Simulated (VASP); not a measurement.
Os: single point with PBE

The system is Os.

```
Os
1.0
     2.45092    0.00000    0.00000
     0.00000    2.45092    0.00000
     0.00000    0.00000    2.45092
Os
1
Direct
  0.00000 0.00000 0.00000
```

This cell differs from its parent crystal: volume scaled by 0.88.

* Program: VASP 6.6.1
* Task: single point
* Functional: PBE
* Potentials or basis: VASP PAW PBE potentials, release 64 (Os)
* Cutoff: 520 eV
* k mesh: 14 × 14 × 14
* Occupations: fermi-dirac, width 0.1 eV
* Spin: no spin polarisation
* Dipole correction: no
* Further INCAR settings: ALGO = Normal; EDIFF = 1e-06; NBANDS = 10

The pressure is 47.4 GPa. The band gap on the k mesh is zero (band 4 reaches 14.95 eV, above the bottom of band 5 at 7.75 eV).

Levels at points of the mesh, in eV from the Fermi level:
```
           k point  band 2  band 3  band 4  band 5  band 6  band 7
(0.00, 0.00, 0.00)   -7.04   -7.04    2.79    2.79    2.79   16.43
(0.50, 0.00, 0.00)   -6.03   -1.51   -1.22   -1.22    3.21    8.48
(0.50, 0.50, 0.00)   -5.20   -0.43   -0.43    4.85    4.85    5.70
(0.50, 0.50, 0.50)   -6.33   -6.33    5.99    5.99    7.93   12.67
```

It took 5.2 s on 1 thread of Intel(R) Xeon(R) 6975P-C (Granite Rapids) (shared host), peak memory 0.13 GiB.

Caveat: spin-orbit coupling is left out, which moves the levels of the heavy elements.
